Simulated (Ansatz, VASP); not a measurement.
GaN in VASP and in Ansatz

Contents of POSCAR:

```
GaN
1.0
    3.1322996656      0.0000000000      0.0000000000
   -1.5661498328      2.7126510826      0.0000000000
    0.0000000000      0.0000000000      5.0885100000
Ga N
2 2
Direct
    0.3333333333      0.6666666667      0.0000000000
    0.6666666667      0.3333333333      0.5000000000
    0.3333333333      0.6666666667      0.3750000000
    0.6666666667      0.3333333333      0.8750000000
```

The input INCAR.step1:

```
PREC     = Accurate       # precision mode
ENCUT    = 520            # plane-wave cutoff, eV
ISMEAR   = 0              # smearing method
SIGMA    = 0.05           # smearing width, eV
LREAL    = F              # projectors in reciprocal space
LASPH    = T              # aspherical terms in the spheres
NELM     = 80             # most SCF steps
NBANDS   = 26             # bands
GGA      = PE             # functional
ALGO     = Normal         # electronic algorithm
EDIFF    = 1E-4           # SCF threshold, eV
LWAVE    = T              # write WAVECAR
LCHARG   = F              # write CHGCAR
```

Contents of INCAR.step2:

```
PREC     = Accurate       # precision mode
ENCUT    = 520            # plane-wave cutoff, eV
EDIFF    = 1E-6           # SCF threshold, eV
ISMEAR   = 0              # smearing method
SIGMA    = 0.05           # smearing width, eV
LREAL    = F              # projectors in reciprocal space
LASPH    = T              # aspherical terms in the spheres
NELM     = 80             # most SCF steps
ALGO     = Normal         # electronic algorithm
ISIF     = 2              # what is computed and relaxed
LWAVE    = F              # write WAVECAR
LCHARG   = F              # write CHGCAR
METAGGA  = R2SCAN         # meta-GGA
LMIXTAU  = T            
NBANDS   = 26             # bands
ISTART   = 1
```

KPOINTS

```
Automatic mesh
0
Gamma
  12 12 6
```

Input for Ansatz:

```yaml
crystal:
  lattice:
    - [3.1322996656, 0.0, 0.0]
    - [-1.5661498328, 2.7126510826, 0.0]
    - [0.0, 0.0, 5.08851]
  atoms:
    - { symbol: Ga, position: [0.3333333333, 0.6666666667, 0.0] }
    - { symbol: Ga, position: [0.6666666667, 0.3333333333, 0.5] }
    - { symbol: "N", position: [0.3333333333, 0.6666666667, 0.375] }
    - { symbol: "N", position: [0.6666666667, 0.3333333333, 0.875] }
basis:
  ecutwfc: 500
kpoints:
  mp_grid: { grid: [12, 12, 6] }
hamiltonian:
  xc: r2scan
scf:
  occupations: { method: gaussian, width: 0.05 }
output:
  forces: true
  stress: true
  eigenvalues: true
```

Change from the starting cell: strain -0.015 along x and y, -0.015 along z, atoms carried along.

Alike in both runs: task single point; functional r2SCAN; k mesh 12 × 12 × 6; occupations gaussian, width 0.05 eV; no spin polarisation.

|  | VASP | Ansatz |
| --- | --- | --- |
| version | VASP 6.6.1 | Ansatz 0.2.0 |
| potentials or method | VASP PAW PBE potentials, release 64 (Ga_d, N), cutoff 520 eV | scalar-relativistic, plane waves, PAW |
| valence electrons in the cell | 36 | 36 |

VASP gave:

- gap on the k mesh at the Fermi level (eV): 2.69
- least direct gap on the mesh (eV): 2.69
- pressure (GPa): 12.4
- traceless stress, the component that is largest in VASP (GPa): 1.58
- rms of the force components (eV/Å): 0.091

Question: Which values does Ansatz return?

Answer: gap on the k mesh at the Fermi level (eV): 2.70; least direct gap on the mesh (eV): 2.70; pressure (GPa): 11.1; traceless stress, the component that is largest in VASP (GPa): 1.65; rms of the force components (eV/Å): 0.090.

VASP's potentials were made for PBE, not for r2SCAN. Atom by atom the forces differ by 0.001 eV/Å (rms over components). The functional is the same, so the differences come from potentials, cutoffs and numerics.
